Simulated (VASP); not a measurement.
Wanted: the native input for a VASP 6.6.1 run.

| Quantity | Value |
| --- | --- |
| Task | relaxation of cell and atoms |
| Functional | PBEsol |
| Potentials or basis | VASP PAW PBE potentials, release 64 (Fe) |
| Cutoff | 600 eV |
| k mesh | 20 × 20 × 20 |
| Occupations | gaussian, width 0.1 eV |
| Spin | collinear spin, ferromagnetic start |
| Starting moments | [2.37] μB |
| Dipole correction | no |
| Further INCAR settings | ALGO = Normal; EDIFF = 1e-07; IBRION = 2; EDIFFG = -0.005; NSW = 100; ISIF = 3 |

The structure of Fe lies in POSCAR:

```
Fe
1.0
   -1.3945703947      1.3945703947      1.3945703947
    1.3945703947     -1.3945703947      1.3945703947
    1.3945703947      1.3945703947     -1.3945703947
Fe
1
Direct
    0.0000000000      0.0000000000      0.0000000000
```

The input as run:

INCAR

```
PREC     = Accurate       # precision mode
ENCUT    = 600            # plane-wave cutoff, eV
EDIFF    = 1E-7           # SCF threshold, eV
ISMEAR   = 0              # smearing method
SIGMA    = 0.1            # smearing width, eV
LREAL    = F              # projectors in reciprocal space
LASPH    = T              # aspherical terms in the spheres
NELM     = 150            # most SCF steps
ALGO     = Normal         # electronic algorithm
ISIF     = 3              # what is computed and relaxed
LWAVE    = F              # write WAVECAR
LCHARG   = F              # write CHGCAR
ISPIN    = 2              # spin polarisation
MAGMOM   = 2.37           # initial moments
LORBIT   = 11             # projections on sites
LMAXMIX  = 4              # l up to which the mixer works
GGA      = PS             # functional
IBRION   = 2              # ionic algorithm
NSW      = 100            # ionic steps
EDIFFG   = -0.005         # ionic threshold
```

KPOINTS

```
regular mesh
0
Gamma
  20 20 20
```

Potentials or basis: VASP PAW PBE potentials, release 64 (Fe).

Run with:

```bash
$ cat potpaw_PBE.64/Fe/POTCAR > POTCAR
$ mpirun -np 1 vasp_std > vasp.out
```

Results of the run:

```
Relaxed volume                                        : 10.80 Å³/atom
Relaxed cell                                          : a = 2.412 Å, b = 2.412 Å, c = 2.412 Å, α = 109.47°, β = 109.47°, γ = 109.47°
Space group after relaxing (to 0.1 Å)                 : Im-3m (No. 229)
Energy gained by relaxing                             : 0.1 meV/atom
Ionic steps                                           : 3
Pressure after relaxing                               : 0.0 GPa
Net moment                                            : 2.09 μB per cell
Site moments                                          : Fe +2.07 μB
Valence electrons inside the program's atomic spheres : Fe 7.38
```

Caveat: the PAW data sets were made with another functional, which shifts forces and pressure a little.

Wall time 2.5 min on 1 thread of Intel Xeon 8259CL (shared host), peak memory 0.18 GiB.
